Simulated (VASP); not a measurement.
# SiC (Moissanite 3C) (F-43m) in VASP: a series of runs

The runs below take SiC (Moissanite 3C) through single point, with LDA.

Everything below comes from runs of VASP 6.6.1. Logs are shortened: lines on timing, memory, paths and dates and some standing lists are left out, and cuts for length are marked.

**1. The cell of the first run**

It takes space group F-43m (No. 216, cubic). Conventional cell: a = 4.358 Å, b = 4.358 Å, c = 4.358 Å, α = 90.00°, β = 90.00°, γ = 90.00°. Si (site symmetry -43m) has 4 C at 1.89 Å within 2.5 Å. Within 2.5 Å of C (site symmetry -43m) lie 4 Si at 1.89 Å.

**2. Single point, LDA**

Contents of INCAR:

```
ALGO = Normal
EDIFF = 1E-6
ENCUT = 600
GGA_COMPAT = F
ISIF = 2
ISMEAR = 0
LASPH = T
LCHARG = F
LREAL = F
LWAVE = F
NBANDS = 11
NELM = 120
PREC = Accurate
SIGMA = 0.01
```

Contents of KPOINTS:

```
k-points
0
Gamma
  7 7 7
```

Contents of POSCAR:

```
SiC
1.0
    0.0000000000      2.1790000000      2.1790000000
    2.1790000000      0.0000000000      2.1790000000
    2.1790000000      2.1790000000      0.0000000000
Si C
1 1
Direct
    0.0000000000      0.0000000000      0.0000000000
    0.2500000000      0.2500000000      0.2500000000
```

Potentials or basis: VASP PAW LDA potentials, release 64 (Si, C).

Started as:

```
$ cat potpaw_LDA.64/Si/POTCAR potpaw_LDA.64/C/POTCAR > POTCAR
$ mpirun -np 1 vasp_std > vasp.out
```

OUTCAR:

```text
EDIFF = 1E-6
   ENCUT = 600
   ISIF = 2
   ISMEAR = 0
   LASPH = T
   LREAL = F
   NELM = 120
   PREC = Accurate

 ion  position               nearest neighbor table
   1  0.000  0.000  0.000-   2 1.89   2 1.89   2 1.89   2 1.89
   2  0.250  0.250  0.250-   1 1.89   1 1.89   1 1.89   1 1.89

  LATTYP: Found a face centered cubic cell.
 ALAT       =     4.3580000000

  Lattice vectors:

 A1 = (   0.0000000000,   2.1790000000,   2.1790000000)
 A2 = (   2.1790000000,   0.0000000000,   2.1790000000)
 A3 = (   2.1790000000,   2.1790000000,   0.0000000000)

Analysis of symmetry for initial positions (statically):
=====================================================================
 Subroutine PRICEL returns:
 Original cell was already a primitive cell.

 Routine SETGRP: Setting up the symmetry group for a
 face centered cubic supercell.

 Subroutine GETGRP returns: Found 24 space group operations
 (whereof 24 operations were pure point group operations)
 out of a pool of 48 trial point group operations.

The static configuration has the point symmetry T_d .

Analysis of symmetry for dynamics (positions and initial velocities):
=====================================================================
 Subroutine PRICEL returns:
 Original cell was already a primitive cell.

 Routine SETGRP: Setting up the symmetry group for a
 face centered cubic supercell.

 Subroutine GETGRP returns: Found 24 space group operations
 (whereof 24 operations were pure point group operations)
 out of a pool of 48 trial point group operations.

The dynamic configuration has the point symmetry T_d .

 Subroutine INISYM returns: Found 24 space group operations
 (whereof 24 operations are pure point group operations),
 and found     1 'primitive' translations

----------------------------------------------------------------------------------------

                                     Primitive cell

  volume of cell :      20.6920

  direct lattice vectors                    reciprocal lattice vectors
     0.000000000  2.179000000  2.179000000    -0.229463056  0.229463056  0.229463056
     2.179000000  0.000000000  2.179000000     0.229463056 -0.229463056  0.229463056
     2.179000000  2.179000000  0.000000000     0.229463056  0.229463056 -0.229463056

  length of vectors
     3.081571352  3.081571352  3.081571352     0.397441672  0.397441672  0.397441672

  position of ions in fractional coordinates (direct lattice)
     0.000000000  0.000000000  0.000000000
     0.250000000  0.250000000  0.250000000

  ion indices of the primitive-cell ions
   primitive index   ion index
                 1           1
                 2           2

----------------------------------------------------------------------------------------

 KPOINTS: k-points

Automatic generation of k-mesh.
 Grid dimensions read from file:
 generate k-points for:    7    7    7

 Generating k-lattice:

  Cartesian coordinates                     Fractional coordinates (reciprocal lattice)
    -0.032780437  0.032780437  0.032780437     0.142857143  0.000000000  0.000000000
     0.032780437 -0.032780437  0.032780437     0.000000000  0.142857143  0.000000000
     0.032780437  0.032780437 -0.032780437     0.000000000  0.000000000  0.142857143

  Length of vectors
     0.056777382  0.056777382  0.056777382

  Shift w.r.t. Gamma in fractional coordinates (k-lattice)
     0.000000000  0.000000000  0.000000000

 Subroutine IBZKPT returns following result:
 ===========================================

 Found     20 irreducible k-points:

 Following reciprocal coordinates:
            Coordinates               Weight
  0.000000  0.000000  0.000000      1.000000
  0.142857  0.000000  0.000000      8.000000
  0.285714  0.000000  0.000000      8.000000
  0.428571  0.000000  0.000000      8.000000
  0.142857  0.142857  0.000000      6.000000
  0.285714  0.142857  0.000000     24.000000
[... 12 lines left out ...]
 -0.428571  0.428571  0.142857     24.000000
 -0.285714  0.428571  0.142857     24.000000
   k-points           NKPTS =     20   k-points in BZ     NKDIM =     20   number of bands    NBANDS=     11
   number of dos      NEDOS =    301   number of ions     NIONS =      2
   total plane-waves  NPLWV =  21952
   dimension x,y,z NGX =    28 NGY =   28 NGZ =   28
   dimension x,y,z NGXF=    56 NGYF=   56 NGZF=   56
   ions per type =               1   1
   NGX,Y,Z   is equivalent  to a cutoff of  15.11, 15.11, 15.11 a.u.
   NGXF,Y,Z  is equivalent  to a cutoff of  30.21, 30.21, 30.21 a.u.
 SYSTEM =  unknown system
   PREC   = accura    normal or accurate (medium, high low for compatibility)
   ISTART =      0    job   : 0-new  1-cont  2-samecut
   ICHARG =      2    charge: 1-file 2-atom 10-const
   ISPIN  =      1    spin polarized calculation?
   LNONCOLLINEAR =      F non collinear calculations
   LSORBIT =      F    spin-orbit coupling
   LASPH  =      T    aspherical Exc in radial PAW
   ENCUT  =  600.0 eV  44.10 Ry    6.64 a.u.   6.15  6.15  6.15*2*pi/ulx,y,z
   NELM   =    120;   NELMIN=  2; NELMDL= -5     # of ELM steps
   EDIFF  = 0.1E-05   stopping-criterion for ELM
   LREAL  =      F    real-space projection
   EDIFFG = 0.1E-04   stopping-criterion for IOM
   NSW    =      0    number of steps for IOM
   IBRION =     -1    ionic relax: 0-MD 1-quasi-New 2-CG
   NFREE  =      0    steps in history (QN), initial steepest desc. (CG)
   ISIF   =      2    stress and relaxation
   ISYM   =      2    0-nonsym 1-usesym 2-fastsym
   POTIM  = 0.5000    time-step for ionic-motion
   TEBEG  =    0.0;   TEEND  =   0.0 temperature during run
   PSTRESS=    0.0 pullay stress
   NELECT =       8.0000    total number of electrons
   NUPDOWN=      -1.0000    fix difference up-down
   EMIN   =  10.00;   EMAX   =-10.00  energy-range for DOS
   EFERMI =   0.00;   METHOD = LEGACY
   ISMEAR =     0;   SIGMA  =   0.01  broadening in eV -4-tet -1-fermi 0-gaus
   EFERMI_NEDOS =   21; number of points for ismear=-14 and -15
   IALGO  =     38    algorithm
   IMIX   =      4    mixing-type and parameters
     AMIX     =   0.40;   BMIX     =  1.00
     AMIX_MAG =   1.60;   BMIX_MAG =  1.00
  volume/ion in A,a.u.               =      10.35        69.82
  Fermi-wavevector in a.u.,A,eV,Ry     =   1.192626  2.253736 19.352338  1.422357
  Thomas-Fermi vector in A             =   2.328660
   LORBIT       =      0    0 simple, 1 ext, 2 COOP (PROOUT), +10 PAW based schemes
   GGA     = CA    functional components
   LHFCALC =     F    Hartree Fock is set to
   AEXX    =    0.0000 exact exchange contribution
   IVDW    =     0    specifies the selected vdW correction
   LEPSILON=     F    determine dielectric tensor
   LRPA    =     F    only Hartree local field effects (RPA)
 non-spin polarized calculation
 Gauss-broadening in eV      SIGMA  =   0.01
  energy-cutoff  :      600.00
  volume of cell :       20.69
 maximum number of plane-waves:       701
 NGX is ok and might be reduce to    28
   NGX = 13   NGY = 13   NGZ = 13

 number of electron       8.0000000 magnetization

 Free energy of the ion-electron system (eV)
  ---------------------------------------------------
  ext. energy  EPLUGINS =         0.00000000
  ---------------------------------------------------
  free energy    TOTEN  =       -16.63649195 eV

  energy without entropy =      -16.63649195  energy(sigma->0) =      -16.63649195

 E-fermi :   8.2037     XC(G=0): -11.5561

 val. band max:        8.0635163711   @ k =   0.0000   0.0000   0.0000
 cond. band min:       9.6030199740   @ k =   0.4286   0.4286   0.0000
 fundamental gap:      1.5395036030
 Fermi energy:         8.2037054089

 k-point     1 :       0.0000    0.0000    0.0000
  band No.  band energies     occupation
      1      -7.2533      2.00000
      2       8.0635      2.00000
      3       8.0635      2.00000
      4       8.0635      2.00000
      5      14.3540      0.00000
      6      15.2536      0.00000
      7      15.2536      0.00000
      8      15.2536      0.00000
      9      22.5215      0.00000
     10      22.5215      0.00000
     11      24.2317      0.00000

 k-point     2 :       0.1429    0.0000    0.0000
  band No.  band energies     occupation
      1      -6.8546      2.00000
      2       6.2264      2.00000
      3       7.8079      2.00000
      4       7.8079      2.00000
      5      14.4612      0.00000
      6      15.6799      0.00000
      7      15.6799      0.00000
      8      16.0360      0.00000
      9      21.1231      0.00000
     10      21.1231      0.00000
     11      23.7475      0.00000

 k-point     3 :       0.2857    0.0000    0.0000
  band No.  band energies     occupation
      1      -5.6988      2.00000
      2       2.9666      2.00000
      3       7.3451      2.00000
      4       7.3451      2.00000
      5      13.8622      0.00000
      6      15.7742      0.00000
      7      15.7742      0.00000
      8      17.6113      0.00000
      9      21.4841      0.00000
     10      21.4841      0.00000
     11      22.9754      0.00000

 k-point     4 :       0.4286    0.0000    0.0000
  band No.  band energies     occupation
      1      -4.0703      2.00000
      2       0.1038      2.00000
      3       7.0481      2.00000
      4       7.0481      2.00000
      5      13.4983      0.00000
      6      15.2774      0.00000
      7      15.2774      0.00000
      8      17.9835      0.00000
      9      23.7449      0.00000
     10      24.1765      0.00000
     11      24.1765      0.00000
[... 183 lines left out ...]
 k-point    18 :      -0.4286    0.2857    0.1429
  band No.  band energies     occupation
      1      -3.1794      2.00000
      2       0.9077      2.00000
      3       3.9224      2.00000
      4       5.5678      2.00000
      5      13.1427      0.00000
      6      15.6043      0.00000
      7      17.6849      0.00000
      8      19.0400      0.00000
      9      21.2742      0.00000
     10      24.1924      0.00000
     11      27.9446      0.00000

 k-point    19 :      -0.4286    0.4286    0.1429
  band No.  band energies     occupation
      1      -2.5978      2.00000
      2       1.1700      2.00000
      3       3.7884      2.00000
      4       4.2635      2.00000
      5      11.6370      0.00000
      6      14.5199      0.00000
      7      18.6138      0.00000
      8      21.2134      0.00000
      9      21.5915      0.00000
     10      25.6153      0.00000
     11      29.3387      0.00000

 k-point    20 :      -0.2857    0.4286    0.1429
  band No.  band energies     occupation
      1      -2.1226      2.00000
      2       0.9962      2.00000
      3       2.5817      2.00000
      4       4.4527      2.00000
      5      12.6749      0.00000
      6      16.5271      0.00000
      7      18.1325      0.00000
      8      18.8432      0.00000
      9      21.4979      0.00000
     10      24.5553      0.00000
     11      29.3453      0.00000

------------------------ aborting loop because EDIFF is reached ----------------------------------------

  FORCE on cell =-STRESS in cart. coord.  units (eV):
  Direction    XX          YY          ZZ          XY          YZ          ZX
  --------------------------------------------------------------------------------------
  -------------------------------------------------------------------------------------
  Total       -0.5370963     -0.5370963     -0.5370963      0.0000000      0.0000000     -0.0000000
  in kB      -41.5873306    -41.5873306    -41.5873306      0.0000000      0.0000000     -0.0000000
  external PRESSURE =     -41.5873306 kB  Pullay stress =       0.0000000 kB

 VOLUME and BASIS-vectors are now :
 -----------------------------------------------------------------------------
  energy-cutoff  :      600.00
  volume of cell :       20.69
      direct lattice vectors                 reciprocal lattice vectors
     0.000000000  2.179000000  2.179000000    -0.229463056  0.229463056  0.229463056
     2.179000000  0.000000000  2.179000000     0.229463056 -0.229463056  0.229463056
     2.179000000  2.179000000  0.000000000     0.229463056  0.229463056 -0.229463056

 POSITION                                       TOTAL-FORCE (eV/Angst)
 -----------------------------------------------------------------------------------
      0.00000      0.00000      0.00000         0.000000      0.000000      0.000000
      1.08950      1.08950      1.08950        -0.000000     -0.000000     -0.000000
 -----------------------------------------------------------------------------------
    total drift:                               -0.000000     -0.000000     -0.000000

  FREE ENERGIE OF THE ION-ELECTRON SYSTEM (eV)
  ---------------------------------------------------
  free  energy   TOTEN  =       -16.6364919544 eV

  energy  without entropy=      -16.6364919544  energy(sigma->0) =      -16.63649195
```

It took 4 s on 1 thread of Intel Xeon Platinum 8488C (Sapphire Rapids), shared host; peak memory 0.13 GiB.

What came out:

- Free energy: -16.6365 eV
- Pressure: -4.2 GPa
- Band gap on the k mesh: 1.54 eV, indirect (least direct gap 4.63 eV)

A k mesh can miss the band edges. LDA gaps usually lie below the measured ones, often by a third to a half.

**3. Single point, LDA**

This run uses another cell than the first one, of 10.55 Å³/atom, 1.020 times its volume.

Contents of INCAR:

```
SYSTEM = SiC
ALGO = Normal
EDIFF = 1E-6
ENCUT = 600
GGA_COMPAT = .False.
ISIF = 2
ISMEAR = 0
LASPH = .True.
LCHARG = .False.
LREAL = .False.
LWAVE = .False.
NBANDS = 11
NELM = 120
PREC = Accurate
SIGMA = 0.01
```

Contents of KPOINTS:

```
k-points
0
Gamma
  7 7 7
  0 0 0
```

Contents of POSCAR:

```
SiC
1.0
    0.0000000000      2.1934308841      2.1934308841
    2.1934308841      0.0000000000      2.1934308841
    2.1934308841      2.1934308841      0.0000000000
Si C
1 1
Direct
    0.0000000000      0.0000000000      0.0000000000
    0.2500000000      0.2500000000      0.2500000000
```

Potentials or basis: VASP PAW LDA potentials, release 64 (Si, C).

Started as:

```
$ cat potpaw_LDA.64/Si/POTCAR potpaw_LDA.64/C/POTCAR > POTCAR
$ mpirun -np 1 vasp_std > vasp.out
```

Wall time 4.1 s (1 thread of Intel Xeon Platinum 8488C (Sapphire Rapids), shared host); peak memory 0.13 GiB.

The run converged. Its results:

```yaml
Free_energy: -16.6209 eV
Pressure: -8.2 GPa
Band_gap_on_the_k_mesh: 1.55 eV, indirect (least direct gap 4.60 eV)
```

Levels at points of the mesh, in eV from the valence-band top:
```tsv
k point	band 1	band 2	band 3	band 4	band 5	band 6	band 7	band 8	band 9
(0.00, 0.00, 0.00)	-15.16	0.00	0.00	0.00	6.06	7.06	7.06	7.06	14.34
```

A k mesh can miss the band edges. Expect the measured gap to be larger: semilocal functionals such as LDA lack the derivative discontinuity.

**4. Single point, LDA**

This run uses another cell than the first one, of 10.76 Å³/atom, 1.040 times its volume.

Contents of INCAR:

```
SYSTEM = SiC
ALGO     = Normal         ! electronic algorithm
EDIFF    = 1E-6           ! SCF threshold, eV
ENCUT    = 600            ! plane-wave cutoff, eV
GGA_COMPAT= .False.      
ISIF     = 2              ! what is computed and relaxed
ISMEAR   = 0              ! smearing method
LASPH    = .True.         ! aspherical terms in the spheres
LCHARG   = .False.        ! write CHGCAR
LREAL    = .False.        ! projectors in reciprocal space
LWAVE    = .False.        ! write WAVECAR
NBANDS   = 11             ! bands
NELM     = 120            ! most SCF steps
PREC     = Accurate       ! precision mode
SIGMA    = 0.01           ! smearing width, eV
```

KPOINTS is that of step 3.

Contents of POSCAR:

```
SiC
1.0
    0.0000000000      2.2076743409      2.2076743409
    2.2076743409      0.0000000000      2.2076743409
    2.2076743409      2.2076743409      0.0000000000
Si C
1 1
Direct
    0.0000000000      0.0000000000      0.0000000000
    0.2500000000      0.2500000000      0.2500000000
```

Started as:

```
$ cat potpaw_LDA.64/Si/POTCAR potpaw_LDA.64/C/POTCAR > POTCAR
$ mpirun -np 1 vasp_std > vasp.out
```

Wall time 3.9 s (1 thread of Intel Xeon Platinum 8488C (Sapphire Rapids), shared host); peak memory 0.13 GiB.

Results (log left out):

```yaml
Free_energy: -16.5953 eV
Pressure: -11.9 GPa
Band_gap_on_the_k_mesh: 1.56 eV, indirect (least direct gap 4.57 eV)
```

Levels at points of the mesh, in eV from the valence-band top:
| k point | band 1 | band 2 | band 3 | band 4 | band 5 | band 6 | band 7 | band 8 |
| --- | --- | --- | --- | --- | --- | --- | --- | --- |
| (0.00, 0.00, 0.00) | -15.01 | 0.00 | 0.00 | 0.00 | 5.83 | 6.93 | 6.93 | 6.93 |

**5. Single point, LDA**

This run uses another cell than the first one, of 10.97 Å³/atom, 1.060 times its volume.

Contents of INCAR:

```
ALGO = Normal
EDIFF = 1E-6
ENCUT = 600
GGA_COMPAT = F
ISIF = 2
ISMEAR = 0
LASPH = T
LCHARG = F
LREAL = F
LWAVE = F
NBANDS = 11
NELM = 120
PREC = Accurate
SIGMA = 0.01
```

Contents of KPOINTS:

```
k-points
0
Gamma
  7 7 7
```

Contents of POSCAR:

```
SiC
1.0
    0.0000000000      2.2217363401      2.2217363401
    2.2217363401      0.0000000000      2.2217363401
    2.2217363401      2.2217363401      0.0000000000
Si C
1 1
Direct
    0.0000000000      0.0000000000      0.0000000000
    0.2500000000      0.2500000000      0.2500000000
```

Started as:

```
$ cat potpaw_LDA.64/Si/POTCAR potpaw_LDA.64/C/POTCAR > POTCAR
$ mpirun -np 1 vasp_std > vasp.out
```

Wall time 4 s (1 thread of Intel Xeon Platinum 8488C (Sapphire Rapids), shared host); peak memory 0.13 GiB.

Results (log left out):

```yaml
Free_energy: -16.5607 eV
Pressure: -15.2 GPa
Band_gap_on_the_k_mesh: 1.57 eV, indirect (least direct gap 4.55 eV)
```

Levels at points of the mesh, in eV from the valence-band top:
| k point | band 1 | band 2 | band 3 | band 4 | band 5 | band 6 | band 7 | band 8 |
| --- | --- | --- | --- | --- | --- | --- | --- | --- |
| (0.00, 0.00, 0.00) | -14.87 | 0.00 | 0.00 | 0.00 | 5.61 | 6.80 | 6.80 | 6.80 |

A k mesh can miss the band edges. As with any semilocal functional, this LDA gap is likely too small.

**6. Overview**

```csv
cell,gap on the mesh (eV),pressure (GPa)
"a = 3.082 Å, angles 60.0°, 2 atoms",1.54,-4.2
"a = 3.102 Å, angles 60.0°, 2 atoms",1.55,-8.2
"a = 3.122 Å, angles 60.0°, 2 atoms",1.56,-11.9
"a = 3.142 Å, angles 60.0°, 2 atoms",1.57,-15.2
```

Alike in all rows: task single point; level LDA; potentials or basis VASP PAW LDA potentials, release 64 (Si, C); no spin polarisation; k mesh 7 × 7 × 7; cutoff (eV) 600; smearing gaussian 0.01 eV.

Absolute energies hang on the potentials; compare differences alone.
